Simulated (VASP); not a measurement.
Wanted: the native input for a VASP 6.6.1 run.

| Item | Value |
| --- | --- |
| Task | single point |
| Functional | PBEsol |
| Potentials or basis | VASP PAW PBE potentials, release 64 (Zn, Se) |
| Cutoff | 520 eV |
| k mesh | 8 × 8 × 8 |
| Occupations | fermi-dirac, width 0.02 eV |
| Spin | no spin polarisation |
| Dipole correction | no |
| Further INCAR settings | ALGO = Normal; EDIFF = 1e-07; NBANDS = 16 |

The structure of ZnSe lies in POSCAR:

```
ZnSe
1.0
    0.0000000000      2.8167940647      2.8167940647
    2.8167940647      0.0000000000      2.8167940647
    2.8167940647      2.8167940647      0.0000000000
Zn Se
1 1
Direct
    0.0000000000      0.0000000000      0.0000000000
    0.2500000000      0.2500000000      0.2500000000
```

One way to write it, as run:

INCAR

```
ALGO = Normal
EDIFF = 1E-7
ENCUT = 520
GGA = PS
ISIF = 2
ISMEAR = -1
LASPH = T
LCHARG = F
LREAL = F
LWAVE = F
NBANDS = 16
NELM = 60
PREC = Accurate
SIGMA = 0.02
```

KPOINTS

```
k-points
0
Gamma
  8 8 8
```

Potentials or basis: VASP PAW PBE potentials, release 64 (Zn, Se).

Launch:

```bash
$ cat potpaw_PBE.64/Zn/POTCAR potpaw_PBE.64/Se/POTCAR > POTCAR
$ mpirun -np 1 vasp_std > vasp.out
```

It gave:

```yaml
Pressure: 0.3 GPa
Band_gap_on_the_k_mesh: 1.24 eV, direct
```

Caveat: the PAW data sets were made with another functional, which shifts forces and pressure a little.

Wall time 14 s on 1 thread of Intel(R) Xeon(R) 6975P-C (Granite Rapids), on a shared host, peak memory 0.17 GiB.
